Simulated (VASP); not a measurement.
Wanted: the native input for a VASP 6.6.1 run.

```yaml
Task: single point
Functional: PBEsol
Potentials_or_basis: VASP PAW PBE potentials, release 64 (Ga_d)
Cutoff: 500 eV
k_mesh: 10 × 10 × 10
Occupations: fermi-dirac, width 0.05 eV
Spin: no spin polarisation
Dipole_correction: no
Further_INCAR_settings: ALGO = Normal; EDIFF = 1e-06; NBANDS = 12
```

The structure of Ga lies in POSCAR:

```
Ga
1.0
    1.6459980348      1.6459980348      1.6459980348
   -1.6459980348      1.6459980348      1.6459980348
   -1.6459980348     -1.6459980348      1.6459980348
Ga
1
Direct
    0.0000000000      0.0000000000      0.0000000000
```

These files were run (other wordings do the same):

INCAR

```
PREC = Accurate
ENCUT = 500
EDIFF = 1E-6
ISMEAR = -1
SIGMA = 0.05
LREAL = False
LASPH = True
NELM = 120
ALGO = Normal
ISIF = 2
LWAVE = False
LCHARG = True
GGA = PS
LELF = True
LVHAR = True
NBANDS = 12
GGA_COMPAT = False
```

KPOINTS

```
Automatic mesh
0
Gamma
  10 10 10
```

Potentials or basis: VASP PAW PBE potentials, release 64 (Ga_d).

Command:

```sh
$ cat potpaw_PBE.64/Ga_d/POTCAR > POTCAR
$ mpirun -np 1 vasp_std > vasp.out
```

Results of the run:

| Quantity | Value |
| --- | --- |
| Pressure | 0.1 GPa |

Caveat: the PAW data sets were made with another functional, which shifts forces and pressure a little.

Run time: 7.1 s on 1 thread of AMD EPYC 9R45 96-Core Processor (Zen 5), with other jobs on the host, peak memory 0.11 GiB.
